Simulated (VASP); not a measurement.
## Al30Cu (a cell with a defect): single point with PBEsol

Crystal: Al30Cu (a cell with a defect).

```
CELL_PARAMETERS angstrom
8.10000 0.00000 0.00000
0.00000 8.10000 0.00000
0.00000 0.00000 8.10000
ATOMIC_POSITIONS crystal
Al 0.50956 0.00836 0.00025
Al 0.75164 0.00125 0.25538
Al 0.24095 0.24136 0.00025
Al 0.50257 0.49749 0.00025
Al 0.75873 0.75916 0.00025
Al 0.24936 0.99633 0.24958
Al 0.50109 0.25336 0.24960
Al 0.74672 0.49898 0.24958
Al 0.49710 0.99983 0.50025
Al 0.74648 0.25360 0.50025
Al 0.75164 0.00125 0.74512
Al 0.99173 0.49055 0.00025
Al 0.24788 0.75219 0.00025
Al 0.99878 0.24839 0.25529
Al 0.24969 0.49931 0.24936
Al 0.50075 0.75036 0.24934
Al 0.00399 0.99609 0.50025
Al 0.25332 0.24985 0.50025
Al 0.49811 0.50195 0.50025
Al 0.75021 0.74671 0.50025
Al 0.24936 0.99633 0.75092
Al 0.50109 0.25336 0.75089
Al 0.74672 0.49898 0.75092
Al 0.00374 0.75071 0.24960
Al 0.00023 0.50294 0.50025
Al 0.25234 0.74773 0.50025
Al 0.99878 0.24839 0.74521
Al 0.24969 0.49931 0.75114
Al 0.50075 0.75036 0.75115
Al 0.00374 0.75071 0.75090
Cu 0.87512 0.12475 0.00025
```

```
Program             : VASP 6.6.1
Task                : single point
Functional          : PBEsol
Potentials or basis : VASP PAW PBE potentials, release 64 (Al, Cu)
Cutoff              : 520 eV
k mesh              : 3 × 3 × 3
Occupations         : gaussian, width 0.05 eV
Spin                : no spin polarisation
```

```yaml
Pressure: -3.0 GPa
Largest_force: 0.009 eV/Å
```

Forces on the atoms (eV/Å):
```
Al  -0.004  0.000  0.000
Al  -0.003 -0.004  0.008
Al   0.006  0.001  0.000
Al   0.003 -0.003  0.000
Al   0.000 -0.004  0.000
Al   0.000 -0.001 -0.001
Al   0.000  0.002 -0.002
Al  -0.002  0.000 -0.002
Al  -0.007  0.000  0.000
Al   0.000  0.000  0.000
Al  -0.003 -0.004 -0.008
Al   0.000  0.006  0.000
Al  -0.004  0.004  0.000
Al   0.004  0.003  0.008
Al  -0.001 -0.002 -0.005
Al   0.002  0.001 -0.005
Al  -0.001  0.001  0.000
Al   0.005 -0.001  0.000
Al  -0.004  0.004  0.000
Al   0.001 -0.005  0.000
Al   0.000 -0.001  0.001
Al   0.000  0.002  0.002
Al  -0.002  0.000  0.002
Al   0.001  0.000 -0.001
Al  -0.001  0.007  0.000
Al   0.005 -0.006  0.000
Al   0.004  0.003 -0.008
Al  -0.001 -0.002  0.005
Al   0.002  0.001  0.005
Al   0.001  0.000  0.001
Cu   0.000  0.000  0.000
```

Stress tensor (GPa, compression positive):
```
-3.70  0.13  0.00
 0.13 -3.70  0.00
 0.00  0.00 -1.73
```

Levels at points of the mesh, in eV from the Fermi level:
| k point | band 48 | band 49 | band 50 | band 51 | band 52 | band 53 | band 54 | band 55 |
| --- | --- | --- | --- | --- | --- | --- | --- | --- |
| (0.00, 0.00, 0.00) | -0.30 | 0.02 | 0.05 | 0.41 | 0.56 | 0.61 | 0.63 | 0.68 |

Run time: 20 min on 1 thread of Oxide Virtual Turin-like Processor (shared host), peak memory 0.56 GiB.

Caveat: the PAW data sets were made with another functional, which shifts forces and pressure a little.
